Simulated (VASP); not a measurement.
Runs of VASP 6.6.1 on GaCu. The structure is that of space group Fm-3m (No. 225), or close to it. The cells are those of the table. The cell was generated, and may not be a known phase.

```tsv
task	cell	k mesh	cutoff (eV)	gap on the mesh (eV)	pressure (GPa)	relaxed volume (Å³/atom)
single point	a = 3.597 Å, angles 60.0°, 2 atoms	18 × 18 × 18	520	none	0.1	-
single point	a = 3.534 Å, angles 60.0°, 2 atoms	6 × 6 × 6	520	none	5.1	-
relaxation of cell and atoms	relaxed from a = 3.534 Å, angles 60.0°, 2 atoms	6 × 6 × 6	600	none	0.2	16.54
single point	a = 3.597 Å, angles 60.0°, 2 atoms	6 × 6 × 6	520	none	0.4	-
relaxation of cell and atoms	relaxed from a = 3.597 Å, angles 60.0°, 2 atoms	18 × 18 × 18	600	none	0.1	(a)
```

Alike in all rows: level PBE; potentials or basis VASP PAW PBE potentials, release 64 (Ga_d, Cu); no spin polarisation; smearing gaussian 0.1 eV.

Estimate the missing entries.

(a) 16.51.

Caveats: some runs use coarse meshes.

A k mesh can miss the band edges, and the runs leave out spin-orbit coupling on Ga.

A gap of «none» marks levels without a gap at the run's occupations.
